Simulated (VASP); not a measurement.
Sn2Sb, 6 atoms in the cell. Symmetry: P4/nmm, No. 129, tetragonal system. The conventional cell has a = 5.048 Å, b = 5.048 Å, c = 7.152 Å, α = 90.00°, β = 90.00°, γ = 90.00°. Sn (site symmetry -4m2) has 4 Sb at 3.26 Å and 8 Sn at 3.27 to 3.57 Å within 4.3 Å. Sn (site symmetry 4mm) has 6 Sb at 3.02 to 4.14 Å and 4 Sn at 3.27 Å within 4.2 Å. Within 4.2 Å of Sb (site symmetry 4mm) lie 10 Sn at 3.02 to 4.14 Å. 

* Program: VASP 6.6.1
* Task: single point
* Functional: PBE
* Potentials or basis: VASP PAW PBE potentials, release 64 (Sn_d, Sb)
* Cutoff: 520 eV
* k mesh: 4 × 4 × 4
* Occupations: gaussian, width 0.1 eV
* Spin: no spin polarisation
* Dipole correction: no
* Further INCAR settings: ALGO = Fast; EDIFF = 1e-07; NBANDS = 42

Potentials or basis: VASP PAW PBE potentials, release 64 (Sn_d, Sb).

Run with:

```bash
$ cat potpaw_PBE.64/Sn_d/POTCAR potpaw_PBE.64/Sb/POTCAR > POTCAR
$ mpirun -np 1 vasp_std > vasp.out
```

Hardware: 1 thread of Intel(R) Xeon(R) Platinum 8488C (Sapphire Rapids), with other jobs on the host.

Estimate the wall time of this run.

It took 110 s on 1 thread of Intel(R) Xeon(R) Platinum 8488C (Sapphire Rapids) (shared host), peak memory 0.34 GiB. Counts: scf iterations 17, k points 18.
